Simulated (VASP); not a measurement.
Al: single point with PBE+D3(BJ)

Crystal: Al.

```
Al
1.0
     2.70185    0.00000    0.00000
    -1.35092    2.33987    0.00000
     0.00000    0.00000    9.24105
Al
4
Direct
  0.00000 0.00000 0.00000
  0.33333 0.66667 0.25000
  0.00000 0.00000 0.50000
  0.66667 0.33333 0.75000
```

This isn't the form of Al at room conditions, which is fcc.

| Quantity | Value |
| --- | --- |
| Program | VASP 6.6.1 |
| Task | single point |
| Functional | PBE |
| Dispersion | D3(BJ) |
| Potentials or basis | VASP PAW PBE potentials, release 64 (Al) |
| Cutoff | 520 eV |
| k mesh | 18 × 18 × 4 |
| Occupations | gaussian, width 0.15 eV |
| Spin | no spin polarisation |

The pressure is 8.7 GPa, the band gap on the k mesh is zero (bands 6 and 7 overlap by 4.98 eV) and the dispersion energy per atom is -0.382 eV.

Stress tensor (GPa, compression positive):
```
10.50  0.00  0.00
 0.00 10.50  0.00
 0.00  0.00  5.23
```

Levels at points of the mesh, in eV from the Fermi level:
```csv
k point,band 4,band 5,band 6,band 7,band 8,band 9
"(0.00, 0.00, 0.00)",-5.32,-5.12,2.82,2.83,12.15,12.35
"(0.50, 0.00, 0.00)",-4.15,-3.32,-3.29,0.79,1.14,1.19
"(0.00, 0.00, 0.50)",-8.14,-1.55,-1.55,7.79,7.79,12.57
"(0.50, 0.00, 0.50)",-4.94,-1.98,-1.98,-1.26,-1.26,4.55
```

Run time: 100 s on 1 thread of Intel Xeon 8259CL, on a shared host, peak memory 0.22 GiB.

Caveat: the stress differs along the axes, from 5 to 11 GPa.
